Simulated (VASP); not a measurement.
MgSe: single point with PBE+U

The system is MgSe.

```xyz
2
Lattice="0.0000 2.7337 2.7337 2.7337 0.0000 2.7337 2.7337 2.7337 0.0000" Properties=species:S:1:pos:R:3 pbc="T T T"
Mg    0.0000    0.0000    0.0000
Se    2.7337    2.7337    2.7337
```

| Quantity | Value |
| --- | --- |
| Program | VASP 6.6.1 |
| Task | single point |
| Functional | PBE |
| Potentials or basis | VASP PAW PBE potentials, release 64 (Mg, Se) |
| Cutoff | 600 eV |
| k mesh | 4 × 4 × 4 |
| Occupations | gaussian, width 0.1 eV |
| Spin | no spin polarisation |
| Hubbard terms | Se p U = 6.6 eV |
| Dipole correction | no |
| Further INCAR settings | ALGO = Normal; EDIFF = 1e-06; NBANDS = 11 |

- Pressure: 3.1 GPa
- Band gap on the k mesh: 1.53 eV (least direct gap 2.25 eV)

Levels at points of the mesh, in eV from the valence-band top:
```tsv
k point	band 2	band 3	band 4	band 5	band 6	band 7
(0.00, 0.00, 0.00)	0.00	0.00	0.00	2.25	7.14	7.14
(0.50, 0.00, 0.00)	-5.03	-0.59	-0.59	3.54	5.82	5.82
(0.50, 0.50, 0.00)	-4.33	-1.82	-1.82	1.53	3.72	11.61
```

Wall time 6.7 s on 1 thread of Intel(R) Xeon(R) Platinum 8375C CPU @ 2.90GHz (Ice Lake), with other jobs on the host, peak memory 0.17 GiB.

Caveat: the k points lie up to 0.50 Å⁻¹ apart. A k mesh can miss the band edges.
